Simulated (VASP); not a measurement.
A run of VASP 6.6.1:

Contents of POSCAR:

```
BP
1.0
    0.0000000000      2.3136819823      2.2498250669
    2.3136819823      0.0000000000      2.2498250669
    2.3136819823      2.3136819823      0.0000000000
B P
1 1
Direct
    0.0000000000      0.0000000000      0.0000000000
    0.2500000000      0.2500000000      0.2500000000
```

Contents of INCAR.step1:

```
SYSTEM = BP
PREC = Accurate
ENCUT = 520
EDIFF = 1E-5
ISMEAR = 0
SIGMA = 0.01
LREAL = .False.
LASPH = .True.
NELM = 80
ALGO = Normal
ISIF = 2
LWAVE = .True.
LCHARG = .False.
GGA = PE
NBANDS = 11
```

The input INCAR.step2:

```
SYSTEM = BP
PREC = Accurate
ENCUT = 520
EDIFF = 1E-6
ISMEAR = 0
SIGMA = 0.01
LREAL = .False.
LASPH = .True.
NELM = 80
ALGO = Normal
ISIF = 2
LWAVE = .False.
LCHARG = .False.
GGA = PE
LHFCALC = .True.
HFSCREEN = 0.2079
PRECFOCK = Normal
ISTART = 1
NBANDS = 11
```

File KPOINTS:

```
Automatic mesh
0
Gamma
  6 6 6
  0 0 0
```

Potentials or basis: VASP PAW PBE potentials, release 64 (B, P).

Launch:

```sh
$ cat potpaw_PBE.64/B/POTCAR potpaw_PBE.64/P/POTCAR > POTCAR
$ cp INCAR.step1 INCAR
$ mpirun -np 1 vasp_std > vasp.out
$ cp INCAR.step2 INCAR
$ mpirun -np 1 vasp_std > vasp.out
```

Hardware: 1 thread of Intel(R) Xeon(R) Platinum 8488C (Sapphire Rapids) (shared host).

Question: Estimate the wall time of this run.

Answer: Wall time 7.4 min on 1 thread of Intel(R) Xeon(R) Platinum 8488C (Sapphire Rapids) (shared host), peak memory 0.24 GiB. Counts: k points 30.
